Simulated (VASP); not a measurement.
# Cu (Cmcm) in VASP: notebook

The runs below take Cu through single point, with PBE.

Everything below comes from runs of VASP 6.6.1. Logs are shortened: lines on timing, memory, paths and dates and some standing lists are left out, and cuts for length are marked.

### Step 1. The cell of the first run

Symmetry: Cmcm, No. 63, orthorhombic system. Conventional cell: a = 2.205 Å, b = 8.949 Å, c = 2.514 Å, α = 90.00°, β = 90.00°, γ = 90.00°. Within 2.9 Å of Cu (site symmetry m2m) lie 10 Cu at 2.20 to 2.71 Å.

### Step 2. Single point, PBE (normal strain along x -0.1100, normal strain along y +0.1100)

File INCAR:

```
ALGO = Fast ; EDIFF = 1E-7
ENCUT = 520 ; GGA = PE
ISIF = 2 ; ISMEAR = 0
LASPH = T ; LCHARG = F
LREAL = F ; LWAVE = F
NBANDS = 18 ; NELM = 80
PREC = Accurate ; SIGMA = 0.15
```

File KPOINTS:

```
k-points
0
Gamma
  18 18 18
```

File POSCAR:

```
Cu
1.0
    1.1023907521     -4.4742834924      0.0000000000
    1.1023907521      4.4742834924      0.0000000000
    0.0000000000      0.0000000000      2.5142119659
Cu
2
Direct
    0.1340351705      0.8659648295      0.2500000000
    0.8659648295      0.1340351705      0.7500000000
```

Potentials or basis: VASP PAW PBE potentials, release 64 (Cu).

The run is started by

```bash
$ cat potpaw_PBE.64/Cu/POTCAR > POTCAR
$ mpirun -np 1 vasp_std > vasp.out
```

OUTCAR:

```text
EDIFF = 1E-7
   ENCUT = 520
   GGA = PE
   ISIF = 2
   ISMEAR = 0
   LASPH = T
   LREAL = F
   NELM = 80
   PREC = Accurate

 ion  position               nearest neighbor table
   1  0.134  0.866  0.250-   2 2.67   2 2.67   2 2.67   2 2.67   2 2.71   2 2.71
   2  0.866  0.134  0.750-   1 2.67   1 2.67   1 2.67   1 2.67   1 2.71   1 2.71

  LATTYP: Found a base centered orthorhombic cell.
 ALAT       =     2.2047815042
 B/A-ratio  =     4.0587092044
 C/A-ratio  =     1.1403451821

  Lattice vectors:

 A1 = (   1.1023907521,  -4.4742834924,   0.0000000000)
 A2 = (   1.1023907521,   4.4742834924,   0.0000000000)
 A3 = (   0.0000000000,   0.0000000000,   2.5142119659)

Analysis of symmetry for initial positions (statically):
=====================================================================
 Subroutine PRICEL returns:
 Original cell was already a primitive cell.

 Routine SETGRP: Setting up the symmetry group for a
 base centered orthorhombic supercell.

 Subroutine GETGRP returns: Found  8 space group operations
 (whereof  4 operations were pure point group operations)
 out of a pool of  8 trial point group operations.

The static configuration has the point symmetry C_2h.
 The point group associated with its full space group is D_2h.

Analysis of symmetry for dynamics (positions and initial velocities):
=====================================================================
 Subroutine PRICEL returns:
 Original cell was already a primitive cell.

 Routine SETGRP: Setting up the symmetry group for a
 base centered orthorhombic supercell.

 Subroutine GETGRP returns: Found  8 space group operations
 (whereof  4 operations were pure point group operations)
 out of a pool of  8 trial point group operations.

The dynamic configuration has the point symmetry C_2h.
 The point group associated with its full space group is D_2h.

 Subroutine INISYM returns: Found  8 space group operations
 (whereof  4 operations are pure point group operations),
 and found     1 'primitive' translations

----------------------------------------------------------------------------------------

                                     Primitive cell

  volume of cell :      24.8022

  direct lattice vectors                    reciprocal lattice vectors
     1.102390752 -4.474283492  0.000000000     0.453559683 -0.111749736  0.000000000
[... 78 lines left out ...]
   ISTART =      0    job   : 0-new  1-cont  2-samecut
   ICHARG =      2    charge: 1-file 2-atom 10-const
   ISPIN  =      1    spin polarized calculation?
   LNONCOLLINEAR =      F non collinear calculations
   LSORBIT =      F    spin-orbit coupling
   LASPH  =      T    aspherical Exc in radial PAW
   ENCUT  =  520.0 eV  38.22 Ry    6.18 a.u.   8.57  8.57  4.67*2*pi/ulx,y,z
   NELM   =     80;   NELMIN=  2; NELMDL= -5     # of ELM steps
   EDIFF  = 0.1E-06   stopping-criterion for ELM
   LREAL  =      F    real-space projection
   EDIFFG = 0.1E-05   stopping-criterion for IOM
   NSW    =      0    number of steps for IOM
   IBRION =     -1    ionic relax: 0-MD 1-quasi-New 2-CG
   NFREE  =      0    steps in history (QN), initial steepest desc. (CG)
   ISIF   =      2    stress and relaxation
   ISYM   =      2    0-nonsym 1-usesym 2-fastsym
   POTIM  = 0.5000    time-step for ionic-motion
   TEBEG  =    0.0;   TEEND  =   0.0 temperature during run
   PSTRESS=    0.0 pullay stress
   NELECT =      22.0000    total number of electrons
   NUPDOWN=      -1.0000    fix difference up-down
   EMIN   =  10.00;   EMAX   =-10.00  energy-range for DOS
   EFERMI =   0.00;   METHOD = LEGACY
   ISMEAR =     0;   SIGMA  =   0.15  broadening in eV -4-tet -1-fermi 0-gaus
   EFERMI_NEDOS =   21; number of points for ismear=-14 and -15
   IALGO  =     68    algorithm
   IMIX   =      4    mixing-type and parameters
     AMIX     =   0.40;   BMIX     =  1.00
     AMIX_MAG =   1.60;   BMIX_MAG =  1.00
  volume/ion in A,a.u.               =      12.40        83.69
  Fermi-wavevector in a.u.,A,eV,Ry     =   1.572964  2.972471 33.663743  2.474215
  Thomas-Fermi vector in A             =   2.674319
   LORBIT       =      0    0 simple, 1 ext, 2 COOP (PROOUT), +10 PAW based schemes
   GGA     = PE    functional components
   LHFCALC =     F    Hartree Fock is set to
   AEXX    =    0.0000 exact exchange contribution
   IVDW    =     0    specifies the selected vdW correction
   LEPSILON=     F    determine dielectric tensor
   LRPA    =     F    only Hartree local field effects (RPA)
 non-spin polarized calculation
 RMM-DIIS sequential band-by-band and
 Gauss-broadening in eV      SIGMA  =   0.15
  energy-cutoff  :      520.00
  volume of cell :       24.80
 maximum number of plane-waves:       686
   NGX = 17   NGY = 17   NGZ =  9

 number of electron      21.9999997 magnetization

 Free energy of the ion-electron system (eV)
  ---------------------------------------------------
  ext. energy  EPLUGINS =         0.00000000
  ---------------------------------------------------
  free energy    TOTEN  =        -6.73404671 eV

  energy without entropy =       -6.72639584  energy(sigma->0) =       -6.73022127

 E-fermi :   6.9834     XC(G=0): -12.3904

 val. band max:        6.9803718196   @ k =  -0.2222   0.0556   0.0556
 cond. band min:       6.9841453498   @ k =   0.3889   0.1667   0.0556
 fundamental gap:      0.0037735302
 Fermi energy:         6.9833907294

 k-point     1 :       0.0000    0.0000    0.0000
  band No.  band energies     occupation
      1      -1.9921      2.00000
      2       1.8240      2.00000
      3       2.6307      2.00000
      4       2.7877      2.00000
      5       4.0146      2.00000
      6       4.2935      2.00000
[... 481 lines left out ...]
      5       3.7950      2.00000
      6       4.0936      2.00000
[... 10 lines left out ...]
     17      26.4187      0.00000
     18      27.2490      0.00000

 [... further k-points ...]
[... 5 lines left out ...]
  --------------------------------------------------------------------------------------
  -------------------------------------------------------------------------------------
  Total        6.7826722     -2.0099993     -0.7097897      0.0000000      0.0000000      0.0000000
  in kB      438.1476304   -129.8421021    -45.8510580      0.0000000      0.0000000      0.0000000
  external PRESSURE =      87.4848234 kB  Pullay stress =       0.0000000 kB

 VOLUME and BASIS-vectors are now :
 -----------------------------------------------------------------------------
  energy-cutoff  :      520.00
  volume of cell :       24.80
      direct lattice vectors                 reciprocal lattice vectors
     1.102390752 -4.474283492  0.000000000     0.453559683 -0.111749736  0.000000000
     1.102390752  4.474283492  0.000000000     0.453559683  0.111749736  0.000000000
     0.000000000  0.000000000  2.514211966     0.000000000  0.000000000  0.397738939

 POSITION                                       TOTAL-FORCE (eV/Angst)
 -----------------------------------------------------------------------------------
      1.10239      3.27486      0.62855         0.000000      0.176951      0.000000
      1.10239     -3.27486      1.88566         0.000000     -0.176951      0.000000
 -----------------------------------------------------------------------------------
    total drift:                                0.000000     -0.000000     -0.000000

  FREE ENERGIE OF THE ION-ELECTRON SYSTEM (eV)
  ---------------------------------------------------
  free  energy   TOTEN  =        -6.7340467062 eV

  energy  without entropy=       -6.7263958369  energy(sigma->0) =       -6.73022127
```

stdout:

```text
POSCAR found type information on POSCAR Cu
 POSCAR found :  1 types and       2 ions
 scaLAPACK will be used
 LDA part: xc-table for (Slater+PW92), standard interpolation
[... 25 lines left out ...]
 num prob  num prob  num prob  num prob  num prob  num prob  num prob  num prob  num prob  num prob  num prob  num prob  num prob  num prob  num prob  num prob  num prob  num prob  num prob  num prob  num prob  num prob  num prob  num prob  num prob  num prob WARNING in EDDRMM: call to ZHEGV failed, returncode =   6  3     16
 num prob  num prob WARNING in EDDRMM: call to ZHEGV failed, returncode =   6  3     16
 num prob WARNING in EDDRMM: call to ZHEGV failed, returncode =   6  3     16
WARNING in EDDRMM: call to ZHEGV failed, returncode =   6  3     17
 num prob  num prob  num prob  num prob  num prob  num prob  num prob  num prob  num prob  num prob  num prob  num prob  num prob  num prob  num prob RMM:  16    -0.673404670618E+01   -0.11754E-07   -0.45382E-08 23451   0.315E-03
```

Wall time 17 min (1 thread of AMD EPYC 7R43 (Zen 3), shared host); peak memory 0.39 GiB.

Results:

* Free energy: -6.7340 eV
* Pressure: 8.7 GPa
* Largest force: 0.177 eV/Å
* Band gap on the k mesh: zero (band 11 reaches 11.99 eV, above the bottom of band 12 at 5.41 eV)

Forces in eV/Å, atoms in the order of the input:
```
Cu   0.000  0.177  0.000
Cu   0.000 -0.177  0.000
```

Caveat: the cell differs from its parent crystal (normal strain along x -0.1100, normal strain along y +0.1100).

### Step 3. Single point, PBE (normal strain along x -0.0550, normal strain along y +0.0550)

File INCAR:

```
PREC = Accurate
ENCUT = 520
EDIFF = 1E-7
ISMEAR = 0
SIGMA = 0.15
LREAL = F
LASPH = T
NELM = 60
ALGO = Fast
ISIF = 2
LWAVE = F
LCHARG = F
GGA = PE
NBANDS = 18
```

File KPOINTS:

```
regular mesh
0
Gamma
  18 18 18
```

File POSCAR:

```
Cu
1.0
    1.1705160233     -4.2525847608      0.0000000000
    1.1705160233      4.2525847608      0.0000000000
    0.0000000000      0.0000000000      2.5142119659
Cu
2
Direct
    0.1340351705      0.8659648295      0.2500000000
    0.8659648295      0.1340351705      0.7500000000
```

Potentials or basis: VASP PAW PBE potentials, release 64 (Cu).

The run is started by

```bash
$ cat potpaw_PBE.64/Cu/POTCAR > POTCAR
$ mpirun -np 1 vasp_std > vasp.out
```

Wall time 21 min (1 thread of AMD EPYC 7R43 (Zen 3), shared host); peak memory 0.4 GiB.

Results (log left out):

```
Free energy            : -7.0845 eV
Pressure               : 2.0 GPa
Largest force          : 0.157 eV/Å
Band gap on the k mesh : zero (band 11 reaches 11.33 eV, above the bottom of band 12 at 5.35 eV)
```

Forces in eV/Å, atoms in the order of the input:
```
Cu   0.000  0.157  0.000
Cu   0.000 -0.157  0.000
```

Stress tensor (GPa, compression positive):
```
15.97  0.00  0.00
 0.00 -7.22  0.00
 0.00  0.00 -2.80
```

Levels at points of the mesh, in eV from the Fermi level:
| k point | band 7 | band 8 | band 9 | band 10 | band 11 | band 12 | band 13 | band 14 | band 15 | band 16 |
| --- | --- | --- | --- | --- | --- | --- | --- | --- | --- | --- |
| (0.00, 0.00, 0.00) | -2.00 | -1.74 | -1.61 | -1.52 | -1.47 | -0.68 | 3.47 | 14.37 | 19.37 | 20.45 |
| (0.50, 0.00, 0.00) | -2.39 | -2.37 | -2.04 | -1.64 | -0.08 | 1.70 | 2.97 | 6.85 | 11.84 | 14.58 |
| (0.50, 0.50, 0.00) | -2.27 | -2.23 | -2.06 | -1.66 | -1.46 | -1.44 | 11.19 | 12.93 | 16.78 | 17.70 |
| (0.00, 0.00, 0.50) | -2.26 | -2.26 | -1.59 | -1.59 | -0.05 | -0.05 | 7.08 | 7.08 | 8.16 | 8.16 |
| (0.50, 0.00, 0.50) | -1.76 | -1.76 | -1.06 | -1.06 | 4.24 | 4.24 | 7.66 | 7.66 | 9.82 | 9.82 |
| (0.50, 0.50, 0.50) | -1.74 | -1.74 | -1.53 | -1.53 | -0.96 | -0.96 | 3.22 | 3.22 | 15.38 | 15.38 |

Caveat: the cell differs from its parent crystal (normal strain along x -0.0550, normal strain along y +0.0550).
